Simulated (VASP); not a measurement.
Input of a VASP 6.6.1 run:

INCAR

```
  ALGO = Normal
  EDIFF = 1E-6
  ENCUT = 520
  GGA = PE
  ISIF = 2
  ISMEAR = 0
  IVDW = 12
  LASPH = True
  LCHARG = False
  LREAL = False
  LWAVE = False
  NBANDS = 35
  NELM = 100
  PREC = Accurate
  SIGMA = 0.05
```

The input KPOINTS:

```
k-points
0
Gamma
  12 12 4
```

File POSCAR:

```
SnO2
1.0
    3.2555698459      0.0000000000      0.0000000000
   -1.6277849230      2.8194061904      0.0000000000
    0.0000000000      0.0000000000     10.0650770246
Sn O
2 4
Direct
    0.0000000000      0.0000000000      0.5000000000
    0.0000000000      0.0000000000      0.0000000000
    0.6666666667      0.3333333333      0.4018666787
    0.6666666667      0.3333333333      0.0981333213
    0.3333333333      0.6666666667      0.5981333213
    0.3333333333      0.6666666667      0.9018666787
```

Potentials or basis: VASP PAW PBE potentials, release 64 (Sn_d, O).

Run with:

```bash
$ cat potpaw_PBE.64/Sn_d/POTCAR potpaw_PBE.64/O/POTCAR > POTCAR
$ mpirun -np 1 vasp_std > vasp.out
```

(1) What does it give for the largest force?

(2) What does it give for the dispersion energy per atom?

(3) What does it give for the pressure?

(4) What does it give for the band gap on the k mesh?

Answers

(1) 0.114 eV/Å.

(2) -0.165 eV.

(3) -1.7 GPa.

(4) 1.73 eV (least direct gap 2.11 eV).

Caveat: spin-orbit coupling is left out, which moves the levels of the heavy elements.
